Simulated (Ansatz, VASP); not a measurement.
# Rh in VASP and in Ansatz

Contents of INCAR:

```
SYSTEM = Rh
PREC     = Accurate       ! precision mode
ENCUT    = 520            ! plane-wave cutoff, eV
EDIFF    = 1E-7           ! SCF threshold, eV
ISMEAR   = 0              ! smearing method
SIGMA    = 0.15           ! smearing width, eV
LREAL    = .FALSE.        ! projectors in reciprocal space
LASPH    = .TRUE.         ! aspherical terms in the spheres
NELM     = 80             ! most SCF steps
ALGO     = Fast           ! electronic algorithm
ISIF     = 2              ! what is computed and relaxed
LWAVE    = .FALSE.        ! write WAVECAR
LCHARG   = .FALSE.        ! write CHGCAR
GGA      = PE             ! functional
NBANDS   = 22             ! bands
```

File KPOINTS:

```
regular mesh
0
G
  18 18 10
  0 0 0
```

File POSCAR:

```
Rh
1.0
    2.8611000000      0.0000000000      0.0000000000
   -1.4305500000      2.4777852828      0.0000000000
    0.0000000000      0.0000000000      4.1746000000
Rh
2
Direct
    0.6666666667      0.3333333333      0.7500000000
    0.3333333333      0.6666666667      0.2500000000
```

Input for Ansatz:

```yaml
crystal:
  lattice:
    - [2.8611, 0.0, 0.0]
    - [-1.43055, 2.4777852828, 0.0]
    - [0.0, 0.0, 4.1746]
  atoms:
    - { symbol: Rh, position: [0.6666666667, 0.3333333333, 0.75] }
    - { symbol: Rh, position: [0.3333333333, 0.6666666667, 0.25] }
basis:
  ecutwfc: 420
kpoints:
  mp_grid: { grid: [18, 18, 10] }
hamiltonian:
  xc: pbe
  pseudopotentials: { kind: paw, azcp: { folder: soft_1 } }
scf:
  occupations: { method: gaussian, width: 0.15 }
output:
  forces: true
  stress: true
  eigenvalues: true
```

Alike in both runs: task single point; functional PBE; k mesh 18 × 18 × 10; occupations gaussian, width 0.15 eV; no spin polarisation.

|  | VASP | Ansatz |
| --- | --- | --- |
| version | VASP 6.6.1 | Ansatz 0.2.0 |
| potentials or method | VASP PAW PBE potentials, release 64 (Rh_pv), cutoff 520 eV | scalar-relativistic, plane waves, PAW |
| valence electrons in the cell | 30 | 34 |

|  | VASP | Ansatz | Ansatz less VASP |
| --- | --- | --- | --- |
| gap on the k mesh at the Fermi level (eV) | none | none | - |
| pressure (GPa) | -7.9 | -7.9 | -0.02 |
| traceless stress, the component that is largest in VASP (GPa) | 12.09 | 12.10 | +0.009 |

A gap of «none» marks a metal or a gap that the smearing closes. VASP's potentials hold 30 valence electrons a cell and Ansatz's 34, so a difference there can come from the potentials and not from the codes.
